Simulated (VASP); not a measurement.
The system is Te2Mo.

```
CELL_PARAMETERS angstrom
3.56565 0.00000 0.00000
-1.78283 3.08795 0.00000
0.00000 0.00000 14.64778
ATOMIC_POSITIONS crystal
Te 0.33333 0.66667 0.62782
Te 0.66667 0.33333 0.12782
Te 0.66667 0.33333 0.37218
Te 0.33333 0.66667 0.87218
Mo 0.33333 0.66667 0.25000
Mo 0.66667 0.33333 0.75000
```

* Program: VASP 6.6.1
* Task: relaxation of cell and atoms
* Functional: PBE
* Potentials or basis: VASP PAW PBE potentials, release 64 (Te, Mo_sv)
* Cutoff: 600 eV
* k mesh: 9 × 9 × 2
* Occupations: gaussian, width 0.02 eV
* Spin: no spin polarisation

At the start: pressure 0.7 GPa; volume 26.88 Å³/atom.

Q: Where does the relaxation end?

A: Over 13 steps the energy falls by 2.2 meV/atom and the volume is 27.87 Å³/atom (+3.7 %); space group P6_3/mmc (No. 194, to 0.1 Å) before and after.

The path:
```
step  energy change (eV)  largest force (eV/Å)  pressure (GPa)  volume (Å³)
   1              0.0000                0.2013            0.73       161.28
   2              0.0045                0.2860           -1.46       164.14
   3             -0.0074                0.0192           -0.26       162.53
   4             -0.0094                0.0281           -0.02       161.92
   5             -0.0094                0.0304            0.05       161.78
   6             -0.0094                0.0303            0.05       161.79
   7             -0.0094                0.0293            0.01       161.86
   8             -0.0094                0.0299            0.04       161.82
   9             -0.0096                0.0294            0.04       161.93
  10             -0.0102                0.0279            0.02       162.28
  11             -0.0112                0.0249            0.01       162.99
  12             -0.0125                0.0183            0.01       164.40
  13             -0.0133                0.0013            0.01       167.21
```

Final structure:
```yaml
crystal:
  lattice:
    - [3.55477, 0.00000, 0.00000]
    - [-1.77738, 3.07852, 0.00000]
    - [0.00000, 0.00000, 15.27952]
  atoms:
    - { symbol: Te, position: [0.33333, 0.66667, 0.63157] }
    - { symbol: Te, position: [0.66667, 0.33333, 0.13157] }
    - { symbol: Te, position: [0.66667, 0.33333, 0.36843] }
    - { symbol: Te, position: [0.33333, 0.66667, 0.86843] }
    - { symbol: Mo, position: [0.33333, 0.66667, 0.25000] }
    - { symbol: Mo, position: [0.66667, 0.33333, 0.75000] }
```

Caveat: this functional lacks dispersion, which binds layers or chains, so the pressure and a relaxed spacing across them are unreliable.
